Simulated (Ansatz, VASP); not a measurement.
**PdPt2Se3: VASP beside Ansatz**

```
Pd Pt Se
1.0
     5.09109    0.00000    0.00000
     0.00000    5.09109    0.00000
     0.00000    0.00000    7.11265
Pd Pt Se
1 2 3
Direct
  0.50000 0.50000 0.00000
  0.00000 0.50000 0.00000
  0.50000 0.00000 0.00000
  0.50000 0.50000 0.33308
  0.50000 0.50000 0.66692
  0.00000 0.00000 0.00000
```

Alike in both runs: functional PBE; k mesh 4 × 4 × 4; occupations gaussian, width 0.1 eV; no spin polarisation.

Ansatz relaxed the structure, and its values are those at the end. VASP's run is a single point on that final structure, the one shown.

|  | VASP | Ansatz |
| --- | --- | --- |
| version | VASP 6.6.1 | Ansatz 0.2.0 |
| potentials or method | VASP PAW PBE potentials, release 64 (Pd, Pt, Se), cutoff 520 eV | scalar-relativistic, plane waves, PAW |
| valence electrons in the cell | 48 | 102 |

```csv
,VASP,Ansatz,Ansatz less VASP
gap on the k mesh at the Fermi level (eV),none,none,-
pressure (GPa),0.0,0.0,+0.03
```

A gap of «none» marks a metal or a gap that the smearing closes. The functional is the same, so the differences come from potentials, cutoffs and numerics. VASP's potentials hold 48 valence electrons a cell and Ansatz's 102, so a difference there can come from the potentials and not from the codes.

Spin-orbit coupling is off throughout.
